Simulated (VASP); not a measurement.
Crystal: Mo.

```
CELL_PARAMETERS angstrom
-1.52295 1.52295 1.52295
1.52295 -1.52295 1.52295
1.52295 1.52295 -1.52295
ATOMIC_POSITIONS crystal
Mo 0.00000 0.00000 0.00000
```

* Program: VASP 6.6.1
* Task: relaxation of cell and atoms
* Functional: PBEsol
* Potentials or basis: VASP PAW PBE potentials, release 64 (Mo_sv)
* Cutoff: 600 eV
* k mesh: 10 × 10 × 10
* Occupations: gaussian, width 0.1 eV
* Spin: no spin polarisation

At the start: pressure 26.6 GPa; volume 14.13 Å³/atom.

Question: Where does the relaxation end?

Answer: Over 4 steps the energy falls by 92.0 meV/atom and the volume is 15.33 Å³/atom (+8.5 %); space group Im-3m (No. 229, to 0.05 Å).

The path:
| step | energy change (eV) | largest force (eV/Å) | pressure (GPa) | volume (Å³) |
| --- | --- | --- | --- | --- |
| 1 | 0.0000 | 0.0000 | 26.56 | 14.13 |
| 2 | 0.5431 | 0.0000 | -39.61 | 19.48 |
| 3 | -0.0911 | 0.0000 | -2.30 | 15.45 |
| 4 | -0.0920 | 0.0000 | -0.23 | 15.33 |

Final structure:
```xyz
1
Lattice="-1.5650 1.5650 1.5650 1.5650 -1.5650 1.5650 1.5650 1.5650 -1.5650" Properties=species:S:1:pos:R:3 pbc="T T T"
Mo    0.0000    0.0000    0.0000
```

Caveat: the PAW data sets were made with another functional, which shifts forces and pressure a little.
